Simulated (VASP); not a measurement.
**VRe3F: single point with PBE**

Crystal: VRe3F.

```
CELL_PARAMETERS angstrom
4.14756 0.00000 0.00000
0.00000 4.14756 0.00000
0.00000 0.00000 4.14756
ATOMIC_POSITIONS crystal
V 0.50000 0.50000 0.50000
Re 0.00000 0.50000 0.00000
Re 0.50000 0.00000 0.00000
Re 0.00000 0.00000 0.50000
F 0.00000 0.00000 0.00000
```

The cell was built from a structure type or drawn by symmetry, and may not be a known phase.

```yaml
Program: VASP 6.6.1
Task: single point
Functional: PBE
Potentials_or_basis: VASP PAW PBE potentials, release 64 (V_sv, Re_sv_GW, F)
Cutoff: 600 eV
k_mesh: 10 × 10 × 10
Occupations: gaussian, width 0.1 eV
Spin: no spin polarisation
```

The pressure is -0.4 GPa and the band gap on the k mesh is zero (an odd number of electrons rules out a gap without spin polarisation).

Levels at points of the mesh, in eV from the Fermi level:
```tsv
k point	band 29	band 30	band 31	band 32	band 33	band 34	band 35	band 36	band 37	band 38
(0.00, 0.00, 0.00)	-1.26	-0.86	0.00	0.00	1.82	1.82	2.57	2.57	2.57	2.74
(0.50, 0.00, 0.00)	-1.55	-1.27	-0.45	-0.10	-0.10	-0.05	0.50	0.54	0.57	0.57
(0.50, 0.50, 0.00)	-2.13	-1.68	-1.07	-0.33	-0.01	-0.01	0.57	0.74	0.74	0.88
(0.50, 0.50, 0.50)	-0.66	-0.18	-0.18	-0.18	0.69	0.69	0.69	2.38	2.38	2.42
```

It took 2 min on 1 thread of Intel(R) Xeon(R) 6975P-C (Granite Rapids), with other jobs on the host, peak memory 0.32 GiB.

Caveat: spin-orbit coupling is left out, which moves the levels of the heavy elements; an odd number of electrons without spin polarisation forces a metal; a magnetic or distorted state may lie lower; the run has no spin polarisation, though such a crystal can be magnetic. With open d or f shells a metallic result of PBE can be an artefact of self-interaction; +U or a hybrid may open a gap.
